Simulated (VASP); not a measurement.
Here is a VASP 6.6.1 calculation.

File POSCAR:

```
MgF2
1.0
    4.6220159946      0.0000000000      0.0000000000
    0.0000000000      4.6220159946      0.0000000000
    0.0000000000      0.0000000000      2.9547284068
Mg F
2 4
Direct
    0.0000000000      0.0000000000      0.0000000000
    0.5000000000      0.5000000000      0.5000000000
    0.3014474035      0.3014474035      0.0000000000
    0.1985525965      0.8014474035      0.5000000000
    0.8014474035      0.1985525965      0.5000000000
    0.6985525965      0.6985525965      0.0000000000
```

The input INCAR.step1:

```
SYSTEM = MgF2
PREC = Accurate
ENCUT = 520
EDIFF = 1E-5
ISMEAR = 0
SIGMA = 0.01
LREAL = .False.
LASPH = .True.
NELM = 120
ALGO = Normal
ISIF = 2
LWAVE = .True.
LCHARG = .False.
GGA = PE
NBANDS = 25
GGA_COMPAT = .False.
KPAR = 4
```

INCAR.step2

```
SYSTEM = MgF2
PREC = Accurate
ENCUT = 520
EDIFF = 1E-6
ISMEAR = 0
SIGMA = 0.01
LREAL = .False.
LASPH = .True.
NELM = 120
ALGO = Normal
ISIF = 2
LWAVE = .False.
LCHARG = .False.
GGA = PE
LHFCALC = .True.
HFSCREEN = 0.2079
PRECFOCK = Normal
ISTART = 1
NBANDS = 25
GGA_COMPAT = .False.
KPAR = 4
```

File KPOINTS:

```
regular mesh
0
Gamma
  4 4 6
  0 0 0
```

Potentials or basis: VASP PAW PBE potentials, release 64 (Mg, F).

Command:

```console
$ cat potpaw_PBE.64/Mg/POTCAR potpaw_PBE.64/F/POTCAR > POTCAR
$ cp INCAR.step1 INCAR
$ mpirun -np 4 vasp_std > vasp.out
$ cp INCAR.step2 INCAR
$ mpirun -np 4 vasp_std > vasp.out
```

(1) Predict the pressure.

(2) Predict the band gap on the k mesh.

(3) Estimate the largest force.

## Answers

(1) 4.5 GPa.

(2) 9.67 eV, direct.

(3) 0.020 eV/Å.

Caveat: the cell differs from its parent crystal (uniaxial z strain -3.0%); the PAW data sets were made with another functional, which shifts forces and pressure a little.
